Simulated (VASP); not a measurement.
Input of a VASP 6.6.1 run:

File POSCAR:

```
Ni3Ge
1.0
    3.5164806401      0.0000000000      0.0000000000
    0.0000000000      3.5164806401      0.0000000000
    0.0000000000      0.0000000000      3.5164806401
Ni Ge
3 1
Direct
    0.5000000000      0.0000000000      0.5000000000
    0.0000000000      0.5000000000      0.5000000000
    0.5000000000      0.5000000000      0.0000000000
    0.0000000000      0.0000000000      0.0000000000
```

Contents of INCAR.step1:

```
SYSTEM = Ni3Ge
  PREC = Accurate
  ENCUT = 520
  ISMEAR = 0
  SIGMA = 0.1
  LREAL = .False.
  LASPH = .True.
  NELM = 100
  NBANDS = 30
  GGA = PE
  ALGO = Normal
  EDIFF = 1E-4
  LWAVE = .True.
  LCHARG = .False.
```

INCAR.step2

```
SYSTEM = Ni3Ge
  PREC = Accurate
  ENCUT = 520
  EDIFF = 1E-7
  ISMEAR = 0
  SIGMA = 0.1
  LREAL = .False.
  LASPH = .True.
  NELM = 100
  ALGO = Normal
  ISIF = 2
  LWAVE = .False.
  LCHARG = .False.
  METAGGA = R2SCAN
  LMIXTAU = .True.
  NBANDS = 30
  ISTART = 1
```

The input KPOINTS:

```
regular mesh
0
Gamma
  12 12 12
  0 0 0
```

Potentials or basis: VASP PAW PBE potentials, release 64 (Ni, Ge_d).

The run is started by

```console
$ cat potpaw_PBE.64/Ni/POTCAR potpaw_PBE.64/Ge_d/POTCAR > POTCAR
$ cp INCAR.step1 INCAR
$ mpirun -np 1 vasp_std > vasp.out
$ cp INCAR.step2 INCAR
$ mpirun -np 1 vasp_std > vasp.out
```

Question: Estimate the pressure.

Answer: 3.4 GPa.

Question: Predict the band gap on the k mesh.

Answer: Zero (bands 22 and 23 overlap by 0.27 eV).

Caveat: the cell stands under pressure; the PAW data sets were made with another functional, which shifts forces and pressure a little. Spin polarisation is off, so any magnetic state and its effect on volume and gap are missing.
